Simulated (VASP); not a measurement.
Set up this calculation in VASP 6.6.1, as the native input.

| Item | Value |
| --- | --- |
| Task | single point |
| Functional | PBE |
| Potentials or basis | VASP PAW PBE potentials, release 64 (Fe) |
| Cutoff | 520 eV |
| k mesh | 9 × 9 × 2 |
| Occupations | gaussian, width 0.1 eV |
| Spin | no spin polarisation |
| Dipole correction | no |
| Further INCAR settings | ALGO = Normal; EDIFF = 1e-06; NBANDS = 24 |

The structure of Fe lies in POSCAR:

```
Fe
1.0
    3.7192409364      0.0000000000      0.0000000000
   -1.8596204682      3.2209571338      0.0000000000
    0.0000000000      0.0000000000      4.2684395811
Fe
4
Direct
    0.0000000000      0.0000000000      0.2500000000
    0.0000000000      0.0000000000      0.7500000000
    0.3333333333      0.6666666667      0.7500000000
    0.6666666667      0.3333333333      0.2500000000
```

These files were run (other wordings do the same):

INCAR

```
PREC     = Accurate       # precision mode
ENCUT    = 520            # plane-wave cutoff, eV
EDIFF    = 1E-6           # SCF threshold, eV
ISMEAR   = 0              # smearing method
SIGMA    = 0.1            # smearing width, eV
LREAL    = False          # projectors in reciprocal space
LASPH    = True           # aspherical terms in the spheres
NELM     = 100            # most SCF steps
ALGO     = Normal         # electronic algorithm
ISIF     = 2              # what is computed and relaxed
LWAVE    = False          # write WAVECAR
LCHARG   = True           # write CHGCAR
GGA      = PE             # functional
LELF     = True           # ELF
LVHAR    = True         
NBANDS   = 24             # bands
```

KPOINTS

```
regular mesh
0
Gamma
  9 9 2
```

Potentials or basis: VASP PAW PBE potentials, release 64 (Fe).

The run is started by

```sh
$ cat potpaw_PBE.64/Fe/POTCAR > POTCAR
$ mpirun -np 1 vasp_std > vasp.out
```

It gave:

The pressure is -1.1 GPa. The band gap on the k mesh is zero (band 16 reaches 5.38 eV, above the bottom of band 17 at 4.69 eV).

Caveat: the k points lie up to 0.74 Å⁻¹ apart; the run has no spin polarisation, though such a crystal can be magnetic.

Run time: 15 s on 1 thread of Intel(R) Xeon(R) 6975P-C (Granite Rapids) (shared host), peak memory 0.16 GiB.
